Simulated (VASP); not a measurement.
A run of VASP 6.6.1 is set up as follows.

The input INCAR:

```
SYSTEM = LaPd2
PREC     = Accurate       ! precision mode
ENCUT    = 520            ! plane-wave cutoff, eV
EDIFF    = 1E-6           ! SCF threshold, eV
ISMEAR   = -1             ! smearing method
SIGMA    = 0.05           ! smearing width, eV
LREAL    = .False.        ! projectors in reciprocal space
LASPH    = .True.         ! aspherical terms in the spheres
NELM     = 100            ! most SCF steps
ALGO     = Normal         ! electronic algorithm
ISIF     = 2              ! what is computed and relaxed
LWAVE    = .False.        ! write WAVECAR
LCHARG   = .False.        ! write CHGCAR
GGA      = PE             ! functional
NBANDS   = 22             ! bands
```

File KPOINTS:

```
regular mesh
0
Gamma
  9 9 9
  0 0 0
```

POSCAR

```
LaPd2
1.0
   -2.0038740000      2.0038740000      4.4717310000
    2.0038740000     -2.0038740000      4.4717310000
    2.0038740000      2.0038740000     -4.4717310000
La Pd
1 2
Direct
    0.0000000000      0.0000000000      0.0000000000
    0.2500000000      0.7500000000      0.5000000000
    0.7500000000      0.2500000000      0.5000000000
```

Potentials or basis: VASP PAW PBE potentials, release 64 (La, Pd).

Launch:

```bash
$ cat potpaw_PBE.64/La/POTCAR potpaw_PBE.64/Pd/POTCAR > POTCAR
$ mpirun -np 1 vasp_std > vasp.out
```

Question: What does it give for the band gap on the k mesh?

Answer: Zero (an odd number of electrons rules out a gap without spin polarisation).

Question: Estimate the pressure.

Answer: -0.5 GPa.

Stress tensor (GPa, compression positive):
```
-0.56  0.00  0.00
 0.00 -0.56  0.00
 0.00  0.00 -0.47
```

Caveat: spin-orbit coupling is left out, which moves the levels of the heavy elements.
